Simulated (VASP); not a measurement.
A run of VASP 6.6.1 is set up as follows.

INCAR

```
SYSTEM = BaO
PREC = Accurate
ENCUT = 600
EDIFF = 1E-6
ISMEAR = 0
SIGMA = 0.02
LREAL = .False.
LASPH = .True.
NELM = 120
ALGO = Normal
ISIF = 2
LWAVE = .False.
LCHARG = .True.
LELF = .True.
LVHAR = .True.
NBANDS = 15
GGA_COMPAT = .False.
```

File KPOINTS:

```
regular mesh
0
Gamma
  8 8 8
  0 0 0
```

Contents of POSCAR:

```
BaO
1.0
    0.0000000000      2.7169876986      2.7169876986
    2.7169876986      0.0000000000      2.7169876986
    2.7169876986      2.7169876986      0.0000000000
Ba O
1 1
Direct
    0.0000000000      0.0000000000      0.0000000000
    0.5000000000      0.5000000000      0.5000000000
```

Potentials or basis: VASP PAW LDA potentials, release 64 (Ba_sv, O).

The run is started by

```console
$ cat potpaw_LDA.64/Ba_sv/POTCAR potpaw_LDA.64/O/POTCAR > POTCAR
$ mpirun -np 1 vasp_std > vasp.out
```

(1) Estimate the pressure.

(2) What does it give for the band gap on the k mesh?

Results:

(1) 2.2 GPa.

(2) 1.60 eV, direct.

Caveat: spin-orbit coupling is left out, which moves the levels of the heavy elements.
